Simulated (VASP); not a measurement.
Wanted: the native input for a VASP 6.6.1 run.

```yaml
Task: single point
Functional: PBEsol
Potentials_or_basis: VASP PAW PBE potentials, release 64 (Hf_pv, O)
Cutoff: 520 eV
k_mesh: 8 × 8 × 8
Occupations: gaussian, width 0.05 eV
Spin: no spin polarisation
Dipole_correction: no
Further_INCAR_settings: ALGO = Normal; EDIFF = 1e-07; NBANDS = 18
```

The structure of HfO2 lies in POSCAR:

```
HfO2
1.0
    0.1394029592      2.6376638764      2.6376638764
    2.6376638764      0.1394029592      2.6376638764
    2.6376638764      2.6376638764      0.1394029592
Hf O
1 2
Direct
    0.0000000000      0.0000000000      0.0000000000
    0.2500000000      0.2500000000      0.2500000000
    0.7500000000      0.7500000000      0.7500000000
```

One way to write it, as run:

INCAR

```
ALGO = Normal
EDIFF = 1E-7
ENCUT = 520
GGA = PS
ISIF = 2
ISMEAR = 0
LASPH = True
LCHARG = True
LELF = True
LREAL = False
LVHAR = True
LWAVE = False
NBANDS = 18
NELM = 100
PREC = Accurate
SIGMA = 0.05
```

KPOINTS

```
k-points
0
Gamma
  8 8 8
```

Potentials or basis: VASP PAW PBE potentials, release 64 (Hf_pv, O).

Run with:

```console
$ cat potpaw_PBE.64/Hf_pv/POTCAR potpaw_PBE.64/O/POTCAR > POTCAR
$ mpirun -np 1 vasp_std > vasp.out
```

Results of the run:

- Pressure: -14.0 GPa
- Largest force: 0.251 eV/Å
- Band gap on the k mesh: 3.64 eV, direct

Caveat: the PAW data sets were made with another functional, which shifts forces and pressure a little; spin-orbit coupling is left out, which moves the levels of the heavy elements.

It took 18 s on 1 thread of Intel(R) Xeon(R) 6975P-C (Granite Rapids), with other jobs on the host, peak memory 0.17 GiB.
